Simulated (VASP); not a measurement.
# Sn (Immm) in VASP: a series of runs

Sn is run at these levels: PBE, LDA; tasks: single point.

All numbers are computed with VASP 6.6.1; they aren't measurements. Logs are shortened: lines on timing, memory, paths and dates and some standing lists are left out, and cuts for length are marked.

## 1. The cell of the first run

The structure is orthorhombic, space group Immm (No. 71). The conventional cell has a = 3.453 Å, b = 3.551 Å, c = 4.677 Å, α = 90.00°, β = 90.00°, γ = 90.00°. Within 4.5 Å of Sn (site symmetry mmm) lie 12 Sn at 3.41 to 3.55 Å.

## 2. Single point, PBE

Contents of INCAR:

```
  PREC = Accurate
  ENCUT = 520
  EDIFF = 1E-6
  ISMEAR = 0
  SIGMA = 0.05
  LREAL = F
  LASPH = T
  NELM = 100
  ALGO = Fast
  ISIF = 2
  LWAVE = F
  LCHARG = T
  GGA = PE
  LELF = T
  LVHAR = T
  NBANDS = 13
```

Contents of KPOINTS:

```
Automatic mesh
0
Gamma
  14 14 14
```

Contents of POSCAR:

```
Sn
1.0
   -1.7265390000      1.7755470000      2.3383420000
    1.7265390000     -1.7755470000      2.3383420000
    1.7265390000      1.7755470000     -2.3383420000
Sn
1
Direct
    0.0000000000      0.0000000000      0.0000000000
```

Potentials or basis: VASP PAW PBE potentials, release 64 (Sn_d).

Started as:

```
> cat potpaw_PBE.64/Sn_d/POTCAR > POTCAR
> mpirun -np 1 vasp_std > vasp.out
```

OUTCAR:

```text
PREC = Accurate
   ENCUT = 520
   EDIFF = 1E-6
   ISMEAR = 0
   LREAL = F
   LASPH = T
   NELM = 100
   ISIF = 2
   GGA = PE

 ion  position               nearest neighbor table
   1  0.000  0.000  0.000-

  LATTYP: Found a body centered orthorhombic cell.
 ALAT       =     3.4530780000
 B/A-ratio  =     1.0283851103
 C/A-ratio  =     1.3543522620

  Lattice vectors:

 A1 = (  -1.7265390000,   1.7755470000,   2.3383420000)
 A2 = (   1.7265390000,  -1.7755470000,   2.3383420000)
 A3 = (   1.7265390000,   1.7755470000,  -2.3383420000)

Analysis of symmetry for initial positions (statically):
=====================================================================
 Subroutine PRICEL returns:
 Original cell was already a primitive cell.

 Routine SETGRP: Setting up the symmetry group for a
 body centered orthorhombic supercell.

 Subroutine GETGRP returns: Found  8 space group operations
 (whereof  8 operations were pure point group operations)
 out of a pool of  8 trial point group operations.

The static configuration has the point symmetry D_2h.

Analysis of symmetry for dynamics (positions and initial velocities):
=====================================================================
 Subroutine PRICEL returns:
 Original cell was already a primitive cell.

 Routine SETGRP: Setting up the symmetry group for a
 body centered orthorhombic supercell.

 Subroutine GETGRP returns: Found  8 space group operations
 (whereof  8 operations were pure point group operations)
 out of a pool of  8 trial point group operations.

The dynamic configuration has the point symmetry D_2h.

 Subroutine INISYM returns: Found  8 space group operations
 (whereof  8 operations are pure point group operations),
 and found     1 'primitive' translations

----------------------------------------------------------------------------------------

                                     Primitive cell

  volume of cell :      28.6732

  direct lattice vectors                    reciprocal lattice vectors
    -1.726539000  1.775547000  2.338342000     0.000000000  0.281603359  0.213826720
     1.726539000 -1.775547000  2.338342000     0.289596702  0.000000000  0.213826720
     1.726539000  1.775547000 -2.338342000     0.289596702  0.281603359  0.000000000

  length of vectors
     3.406075069  3.406075069  3.406075069     0.353584952  0.359983494  0.403938983

  position of ions in fractional coordinates (direct lattice)
[... 79 lines left out ...]
   EDIFFG = 0.1E-04   stopping-criterion for IOM
   NSW    =      0    number of steps for IOM
   IBRION =     -1    ionic relax: 0-MD 1-quasi-New 2-CG
   NFREE  =      0    steps in history (QN), initial steepest desc. (CG)
   ISIF   =      2    stress and relaxation
   ISYM   =      2    0-nonsym 1-usesym 2-fastsym
   POTIM  = 0.5000    time-step for ionic-motion
   TEBEG  =    0.0;   TEEND  =   0.0 temperature during run
   PSTRESS=    0.0 pullay stress
   NELECT =      14.0000    total number of electrons
   NUPDOWN=      -1.0000    fix difference up-down
   EMIN   =  10.00;   EMAX   =-10.00  energy-range for DOS
   EFERMI =   0.00;   METHOD = LEGACY
   ISMEAR =     0;   SIGMA  =   0.05  broadening in eV -4-tet -1-fermi 0-gaus
   EFERMI_NEDOS =   21; number of points for ismear=-14 and -15
   IALGO  =     68    algorithm
   IMIX   =      4    mixing-type and parameters
     AMIX     =   0.40;   BMIX     =  1.00
     AMIX_MAG =   1.60;   BMIX_MAG =  1.00
  volume/ion in A,a.u.               =      28.67       193.50
  Fermi-wavevector in a.u.,A,eV,Ry     =   1.289116  2.436076 22.610433  1.661820
  Thomas-Fermi vector in A             =   2.421028
   LORBIT       =      0    0 simple, 1 ext, 2 COOP (PROOUT), +10 PAW based schemes
   GGA     = PE    functional components
   LHFCALC =     F    Hartree Fock is set to
   AEXX    =    0.0000 exact exchange contribution
   IVDW    =     0    specifies the selected vdW correction
   LEPSILON=     F    determine dielectric tensor
   LRPA    =     F    only Hartree local field effects (RPA)
 non-spin polarized calculation
 RMM-DIIS sequential band-by-band and
 Gauss-broadening in eV      SIGMA  =   0.05
  energy-cutoff  :      520.00
  volume of cell :       28.67
 maximum number of plane-waves:       787
 NGX is ok and might be reduce to    28
   NGX = 13   NGY = 13   NGZ = 13

 number of electron      13.9999998 magnetization

 Free energy of the ion-electron system (eV)
  ---------------------------------------------------
  ext. energy  EPLUGINS =         0.00000000
  ---------------------------------------------------
  free energy    TOTEN  =        -3.78255131 eV

  energy without entropy =       -3.78157569  energy(sigma->0) =       -3.78206350

 E-fermi :   7.5464     XC(G=0): -10.1138

 val. band max:        7.5384454703   @ k =  -0.4286  -0.2857   0.0714
 cond. band min:       7.5533414087   @ k =  -0.3571   0.4286   0.1429
 fundamental gap:      0.0148959384
 Fermi energy:         7.5463738391

 k-point     1 :       0.0000    0.0000    0.0000
  band No.  band energies     occupation
      1     -14.0473      2.00000
      2     -14.0343      2.00000
      3     -14.0123      2.00000
      4     -13.9832      2.00000
      5     -13.9505      2.00000
      6      -3.2492      2.00000
      7      14.5445      0.00000
      8      14.6861      0.00000
      9      15.0920      0.00000
     10      18.1247      0.00000
     11      18.6351      0.00000
     12      19.1470      0.00000
     13      19.3032      0.00000
[... 354 lines left out ...]
  band No.  band energies     occupation
      1     -14.0344      2.00000
      2     -14.0220      2.00000
      3     -14.0005      2.00000
      4     -13.9724      2.00000
      5     -13.9542      2.00000
      6      -2.5962      2.00000
      7      11.0826      0.00000
      8      12.4494      0.00000
      9      14.6412      0.00000
     10      17.4551      0.00000
     11      19.1599      0.00000
     12      19.8486      0.00000
     13      20.4184      0.00000

 [... further k-points ...]
[... 5 lines left out ...]
  --------------------------------------------------------------------------------------
  -------------------------------------------------------------------------------------
  Total       -0.1018654     -0.1481171     -0.2290845      0.0000000      0.0000000      0.0000000
  in kB       -5.6919447     -8.2763573    -12.8005837      0.0000000      0.0000000      0.0000000
  external PRESSURE =      -8.9229619 kB  Pullay stress =       0.0000000 kB

 VOLUME and BASIS-vectors are now :
 -----------------------------------------------------------------------------
  energy-cutoff  :      520.00
  volume of cell :       28.67
      direct lattice vectors                 reciprocal lattice vectors
    -1.726539000  1.775547000  2.338342000     0.000000000  0.281603359  0.213826720
     1.726539000 -1.775547000  2.338342000     0.289596702  0.000000000  0.213826720
     1.726539000  1.775547000 -2.338342000     0.289596702  0.281603359  0.000000000

 POSITION                                       TOTAL-FORCE (eV/Angst)
 -----------------------------------------------------------------------------------
      0.00000      0.00000      0.00000        -0.000000      0.000000     -0.000000
 -----------------------------------------------------------------------------------
    total drift:                                0.000000      0.000000      0.000000

  FREE ENERGIE OF THE ION-ELECTRON SYSTEM (eV)
  ---------------------------------------------------
  free  energy   TOTEN  =        -3.7825513074 eV

  energy  without entropy=       -3.7815756935  energy(sigma->0) =       -3.78206350
```

OSZICAR:

```text
N       E                     dE             d eps       ncg     rms          rms(c)
DAV:   1     0.812000140357E+02    0.81200E+02   -0.72120E+03 11409   0.158E+03
DAV:   2     0.209548262034E+01   -0.79105E+02   -0.76687E+02 11693   0.341E+02
DAV:   3    -0.366828651812E+01   -0.57638E+01   -0.57449E+01 13258   0.743E+01
DAV:   4    -0.378893148866E+01   -0.12064E+00   -0.12062E+00 13634   0.115E+01
DAV:   5    -0.379305164761E+01   -0.41202E-02   -0.41201E-02 14524   0.208E+00    0.118E+00
RMM:   6    -0.378508543143E+01    0.79662E-02   -0.77395E-03 14082   0.113E+00    0.680E-01
RMM:   7    -0.378257686783E+01    0.25086E-02   -0.63913E-03 13924   0.922E-01    0.854E-02
RMM:   8    -0.378251429314E+01    0.62575E-04   -0.79259E-04 15430   0.430E-01    0.280E-02
RMM:   9    -0.378254730501E+01   -0.33012E-04   -0.30719E-04 16647   0.174E-01    0.175E-02
RMM:  10    -0.378254840935E+01   -0.11043E-05   -0.53370E-05 15364   0.110E-01    0.130E-03
RMM:  11    -0.378255098262E+01   -0.25733E-05   -0.31517E-05 17695   0.525E-02    0.462E-03
RMM:  12    -0.378255130740E+01   -0.32478E-06   -0.22584E-06  9744   0.165E-02
   1 F= -.37825513E+01 E0= -.37820635E+01  d E =-.975614E-03
```

It took 7.3 min on 1 thread of AMD EPYC 7R13, shared host; peak memory 0.24 GiB.

What came out:

```
Free energy            : -3.7826 eV
Pressure               : -0.9 GPa
Band gap on the k mesh : zero (band 7 reaches 14.54 eV, above the bottom of band 8 at 5.64 eV)
```

Caveat: spin-orbit coupling is left out, which moves the levels of the heavy elements.

## 3. Single point, LDA

Contents of INCAR:

```
SYSTEM = Sn
PREC = Accurate ; ENCUT = 520
EDIFF = 1E-7 ; ISMEAR = 0
SIGMA = 0.05 ; LREAL = .False.
LASPH = .True. ; NELM = 80
ALGO = Fast ; ISIF = 2
LWAVE = .False. ; LCHARG = .True.
LELF = .True. ; LVHAR = .True.
NBANDS = 13
```

Contents of KPOINTS:

```
Automatic mesh
0
Gamma
  14 14 14
  0 0 0
```

POSCAR is that of step 2.

Potentials or basis: VASP PAW LDA potentials, release 64 (Sn_d).

Started as:

```
> cat potpaw_LDA.64/Sn_d/POTCAR > POTCAR
> mpirun -np 1 vasp_std > vasp.out
```

Run time: 7.8 min. Hardware: 1 thread of AMD EPYC 7R13, shared host; peak memory 0.23 GiB.

Results (log left out):

| Quantity | Value |
| --- | --- |
| Free energy | -4.3966 eV |
| Pressure | -4.6 GPa |
| Band gap on the k mesh | zero (band 7 reaches 14.15 eV, above the bottom of band 8 at 5.39 eV) |

Stress tensor (GPa, compression positive):
```
-4.46  0.00  0.00
 0.00 -4.37  0.00
 0.00  0.00 -5.02
```

Levels at points of the mesh, in eV from the Fermi level:
| k point | band 5 | band 6 | band 7 | band 8 | band 9 | band 10 |
| --- | --- | --- | --- | --- | --- | --- |
| (0.00, 0.00, 0.00) | -21.37 | -10.80 | 6.90 | 7.04 | 7.43 | 10.70 |
| (0.50, 0.00, 0.00) | -21.31 | -6.92 | -4.38 | 5.14 | 5.88 | 9.72 |
| (0.00, 0.50, 0.00) | -21.32 | -6.67 | -4.32 | 4.72 | 5.59 | 9.23 |
| (0.50, 0.50, 0.00) | -21.29 | -5.31 | -3.57 | 2.01 | 2.38 | 5.58 |
| (0.50, 0.50, 0.50) | -21.30 | -4.56 | -3.08 | 1.17 | 1.80 | 4.69 |

Caveat: spin-orbit coupling is left out, which moves the levels of the heavy elements.

## 4. Single point, PBE

This run uses another cell than the first one, of 30.39 Å³/atom, 1.060 times its volume.

Contents of INCAR:

```
SYSTEM = Sn
ALGO = Fast
EDIFF = 1E-7
ENCUT = 520
GGA = PE
ISIF = 2
ISMEAR = 0
LASPH = .TRUE.
LCHARG = .FALSE.
LREAL = .FALSE.
LWAVE = .FALSE.
NBANDS = 13
NELM = 80
PREC = Accurate
SIGMA = 0.05
```

Contents of KPOINTS:

```
k-points
0
G
  14 14 14
  0 0 0
```

Contents of POSCAR:

```
Sn
1.0
   -1.7604013028      1.8103704880      2.3842034864
    1.7604013028     -1.8103704880      2.3842034864
    1.7604013028      1.8103704880     -2.3842034864
Sn
1
Direct
    0.0000000000      0.0000000000      0.0000000000
```

Potentials or basis: VASP PAW PBE potentials, release 64 (Sn_d).

Started as:

```
> cat potpaw_PBE.64/Sn_d/POTCAR > POTCAR
> mpirun -np 1 vasp_std > vasp.out
```

OUTCAR:

```text
SYSTEM = Sn
   EDIFF = 1E-7
   ENCUT = 520
   GGA = PE
   ISIF = 2
   ISMEAR = 0
   LASPH = .TRUE.
   LREAL = .FALSE.
   NELM = 80
   PREC = Accurate

 ion  position               nearest neighbor table
   1  0.000  0.000  0.000-

  LATTYP: Found a body centered orthorhombic cell.
 ALAT       =     3.5208026056
 B/A-ratio  =     1.0283851103
 C/A-ratio  =     1.3543522620

  Lattice vectors:

 A1 = (  -1.7604013028,   1.8103704880,   2.3842034864)
 A2 = (   1.7604013028,  -1.8103704880,   2.3842034864)
 A3 = (   1.7604013028,   1.8103704880,  -2.3842034864)

Analysis of symmetry for initial positions (statically):
=====================================================================
 Subroutine PRICEL returns:
 Original cell was already a primitive cell.

 Routine SETGRP: Setting up the symmetry group for a
 body centered orthorhombic supercell.

 Subroutine GETGRP returns: Found  8 space group operations
 (whereof  8 operations were pure point group operations)
 out of a pool of  8 trial point group operations.

The static configuration has the point symmetry D_2h.

Analysis of symmetry for dynamics (positions and initial velocities):
=====================================================================
 Subroutine PRICEL returns:
 Original cell was already a primitive cell.

 Routine SETGRP: Setting up the symmetry group for a
 body centered orthorhombic supercell.

 Subroutine GETGRP returns: Found  8 space group operations
 (whereof  8 operations were pure point group operations)
 out of a pool of  8 trial point group operations.

The dynamic configuration has the point symmetry D_2h.

 Subroutine INISYM returns: Found  8 space group operations
 (whereof  8 operations are pure point group operations),
 and found     1 'primitive' translations

----------------------------------------------------------------------------------------

                                     Primitive cell
[... 112 lines left out ...]
  Thomas-Fermi vector in A             =   2.397630
   LORBIT       =      0    0 simple, 1 ext, 2 COOP (PROOUT), +10 PAW based schemes
   GGA     = PE    functional components
   LHFCALC =     F    Hartree Fock is set to
   AEXX    =    0.0000 exact exchange contribution
   IVDW    =     0    specifies the selected vdW correction
   LEPSILON=     F    determine dielectric tensor
   LRPA    =     F    only Hartree local field effects (RPA)
 non-spin polarized calculation
 RMM-DIIS sequential band-by-band and
 Gauss-broadening in eV      SIGMA  =   0.05
  energy-cutoff  :      520.00
  volume of cell :       30.39
 maximum number of plane-waves:       844
 NGX is ok and might be reduce to    28
   NGX = 13   NGY = 13   NGZ = 13

 number of electron      14.0000003 magnetization

 Free energy of the ion-electron system (eV)
  ---------------------------------------------------
  ext. energy  EPLUGINS =         0.00000000
  ---------------------------------------------------
  free energy    TOTEN  =        -3.76087321 eV

  energy without entropy =       -3.76021864  energy(sigma->0) =       -3.76054592

 E-fermi :   6.8774     XC(G=0):  -9.8489

 val. band max:        6.8542957479   @ k =   0.3571   0.2143   0.0714
 cond. band min:       6.8784692989   @ k =   0.0000   0.2857  -0.0000
 fundamental gap:      0.0241735511
 Fermi energy:         6.8773726650

 k-point     1 :       0.0000    0.0000    0.0000
  band No.  band energies     occupation
      1     -14.6822      2.00000
      2     -14.6715      2.00000
      3     -14.6540      2.00000
      4     -14.6307      2.00000
      5     -14.6021      2.00000
      6      -3.5138      2.00000
      7      13.4494      0.00000
      8      13.5905      0.00000
      9      13.9505      0.00000
     10      17.3857      0.00000
     11      17.6549      0.00000
     12      18.1433      0.00000
     13      18.2955      0.00000
[... 354 lines left out ...]
  band No.  band energies     occupation
      1     -14.6714      2.00000
      2     -14.6612      2.00000
      3     -14.6441      2.00000
      4     -14.6211      2.00000
      5     -14.6052      2.00000
      6      -2.8945      2.00000
      7      10.1926      0.00000
      8      11.5533      0.00000
      9      13.5337      0.00000
     10      16.5229      0.00000
     11      18.1881      0.00000
     12      18.8620      0.00000
     13      19.3026      0.00000

 [... further k-points ...]
[... 5 lines left out ...]
  --------------------------------------------------------------------------------------
  -------------------------------------------------------------------------------------
  Total       -0.5928104     -0.5469007     -0.6372674     -0.0000000      0.0000000      0.0000000
  in kB      -31.2495611    -28.8294645    -33.5930788     -0.0000000      0.0000000      0.0000000
  external PRESSURE =     -31.2240348 kB  Pullay stress =       0.0000000 kB

 VOLUME and BASIS-vectors are now :
 -----------------------------------------------------------------------------
  energy-cutoff  :      520.00
  volume of cell :       30.39
      direct lattice vectors                 reciprocal lattice vectors
    -1.760401303  1.810370488  2.384203486     0.000000000  0.276186561  0.209713644
     1.760401303 -1.810370488  2.384203486     0.284026147  0.000000000  0.209713644
     1.760401303  1.810370488 -2.384203486     0.284026147  0.276186561  0.000000000

 POSITION                                       TOTAL-FORCE (eV/Angst)
 -----------------------------------------------------------------------------------
      0.00000      0.00000      0.00000         0.000000     -0.000000     -0.000000
 -----------------------------------------------------------------------------------
    total drift:                                0.000000      0.000000      0.000000

  FREE ENERGIE OF THE ION-ELECTRON SYSTEM (eV)
  ---------------------------------------------------
  free  energy   TOTEN  =        -3.7608732068 eV

  energy  without entropy=       -3.7602186431  energy(sigma->0) =       -3.76054592
```

It took 8 min on 1 thread of AMD EPYC 7R13, shared host; peak memory 0.25 GiB.

What came out:

```yaml
Free_energy: -3.7609 eV
Pressure: -3.1 GPa
Band_gap_on_the_k_mesh: zero (band 7 reaches 13.45 eV, above the bottom of band 8 at 5.14 eV)
```

Caveat: spin-orbit coupling is left out, which moves the levels of the heavy elements.

## 5. The runs side by side

```csv
level,potentials or basis,cell,further INCAR settings,gap on the mesh (eV),pressure (GPa)
PBE,"VASP PAW PBE potentials, release 64 (Sn_d)","a = 3.406 Å, angles 119.1, 117.2, 93.3°, 1 atom",ALGO = Fast; EDIFF = 1e-06; NBANDS = 13,none,-0.9
LDA,"VASP PAW LDA potentials, release 64 (Sn_d)","a = 3.406 Å, angles 119.1, 117.2, 93.3°, 1 atom",ALGO = Fast; EDIFF = 1e-07; NBANDS = 13,none,-4.6
PBE,"VASP PAW PBE potentials, release 64 (Sn_d)","a = 3.473 Å, angles 119.1, 117.2, 93.3°, 1 atom",ALGO = Fast; EDIFF = 1e-07; NBANDS = 13,none,-3.1
```

Alike in all rows: task single point; no spin polarisation; k mesh 14 × 14 × 14; cutoff (eV) 520; smearing gaussian 0.05 eV.

Caveats: spin-orbit coupling is left out, which moves the levels of the heavy elements.

Absolute energies hang on the potentials; compare differences alone.
